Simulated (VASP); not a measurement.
Set up this calculation in VASP 6.6.1, as the native input.

| Property | Result |
| --- | --- |
| Task | single point |
| Functional | r2SCAN |
| Potentials or basis | VASP PAW PBE potentials, release 64 (Ge_d, Si) |
| Cutoff | 520 eV |
| k mesh | 12 × 12 × 4 |
| Occupations | gaussian, width 0.01 eV |
| Spin | no spin polarisation |
| Dipole correction | no |
| Further INCAR settings | ALGO = Normal; EDIFF = 1e-06; NBANDS = 26 |

SiGe:

```
Ge Si
1.0
     3.90644    0.00000    0.00000
    -1.95322    3.38307    0.00000
     0.00000    0.00000    6.44781
Ge Si
2 2
Direct
  0.33333 0.66667 0.00040
  0.66667 0.33333 0.50040
  0.33333 0.66667 0.37460
  0.66667 0.33333 0.87460
```

These files were run (other wordings do the same):

POSCAR

```
SiGe
1.0
    3.9064373030      0.0000000000      0.0000000000
   -1.9532186515      3.3830739427      0.0000000000
    0.0000000000      0.0000000000      6.4478110294
Ge Si
2 2
Direct
    0.3333333333      0.6666666667      0.0003974040
    0.6666666667      0.3333333333      0.5003974040
    0.3333333333      0.6666666667      0.3746025960
    0.6666666667      0.3333333333      0.8746025960
```

INCAR.step1

```
ALGO     = Normal         # electronic algorithm
EDIFF    = 1E-4           # SCF threshold, eV
ENCUT    = 520            # plane-wave cutoff, eV
GGA      = PE             # functional
ISMEAR   = 0              # smearing method
LASPH    = T              # aspherical terms in the spheres
LCHARG   = F              # write CHGCAR
LREAL    = F              # projectors in reciprocal space
LWAVE    = T              # write WAVECAR
NBANDS   = 26             # bands
NELM     = 80             # most SCF steps
PREC     = Accurate       # precision mode
SIGMA    = 0.01           # smearing width, eV
```

INCAR.step2

```
ALGO     = Normal         # electronic algorithm
EDIFF    = 1E-6           # SCF threshold, eV
ENCUT    = 520            # plane-wave cutoff, eV
ISIF     = 2              # what is computed and relaxed
ISMEAR   = 0              # smearing method
ISTART   = 1            
LASPH    = T              # aspherical terms in the spheres
LCHARG   = T              # write CHGCAR
LELF     = T              # ELF
LMIXTAU  = T            
LREAL    = F              # projectors in reciprocal space
LVHAR    = T            
LWAVE    = F              # write WAVECAR
METAGGA  = R2SCAN         # meta-GGA
NBANDS   = 26             # bands
NELM     = 80             # most SCF steps
PREC     = Accurate       # precision mode
SIGMA    = 0.01           # smearing width, eV
```

KPOINTS

```
k-points
0
Gamma
  12 12 4
```

Potentials or basis: VASP PAW PBE potentials, release 64 (Ge_d, Si).

Run with:

```sh
$ cat potpaw_PBE.64/Ge_d/POTCAR potpaw_PBE.64/Si/POTCAR > POTCAR
$ cp INCAR.step1 INCAR
$ mpirun -np 1 vasp_std > vasp.out
$ cp INCAR.step2 INCAR
$ mpirun -np 1 vasp_std > vasp.out
```

Results of the run:

```yaml
Pressure: -0.1 GPa
Largest_force: 0.012 eV/Å
Band_gap_on_the_k_mesh: 0.66 eV (least direct gap 0.76 eV)
```

Caveat: the PAW data sets were made with another functional, which shifts forces and pressure a little.

Wall time 2.8 min on 1 thread of Intel(R) Xeon(R) 6975P-C (Granite Rapids) (shared host), peak memory 0.27 GiB.
